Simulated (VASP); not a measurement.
Write the native input for VASP 6.6.1 that does the following.

* Task: single point
* Functional: PBEsol
* Potentials or basis: VASP PAW PBE potentials, release 64 (Os)
* Cutoff: 520 eV
* k mesh: 14 × 14 × 14
* Occupations: fermi-dirac, width 0.03 eV
* Spin: no spin polarisation
* Dipole correction: no
* Further INCAR settings: ALGO = Normal; EDIFF = 1e-07; NBANDS = 10

The structure of Os lies in POSCAR:

```
Os
1.0
    0.0000000000      1.9450000000      1.9644500000
    1.9450000000      0.0000000000      1.9644500000
    1.9450000000      1.9450000000      0.0000000000
Os
1
Direct
    0.0000000000      0.0000000000      0.0000000000
```

This isn't the form of Os at room conditions, which is hcp.

This cell differs from its parent crystal: zz strain of +1 %.

One way to write it, as run:

INCAR

```
SYSTEM = Os
ALGO = Normal
EDIFF = 1E-7
ENCUT = 520
GGA = PS
ISIF = 2
ISMEAR = -1
LASPH = .True.
LCHARG = .False.
LREAL = .False.
LWAVE = .False.
NBANDS = 10
NELM = 80
PREC = Accurate
SIGMA = 0.03
```

KPOINTS

```
k-points
0
Gamma
  14 14 14
  0 0 0
```

Potentials or basis: VASP PAW PBE potentials, release 64 (Os).

Run with:

```bash
$ cat potpaw_PBE.64/Os/POTCAR > POTCAR
$ mpirun -np 1 vasp_std > vasp.out
```

It gave:

```json
{
 "Pressure": "-23.2 GPa",
 "Band gap on the k mesh": "zero (bands 4 and 5 overlap by 3.50 eV)"
}
```

Caveat: the cell differs from its parent crystal (zz strain of +1 %); the cell stands under tension; the PAW data sets were made with another functional, which shifts forces and pressure a little; spin-orbit coupling is left out, which moves the levels of the heavy elements.

Wall time 40 s on 1 thread of Intel Xeon 8259CL, on a shared host, peak memory 0.17 GiB.
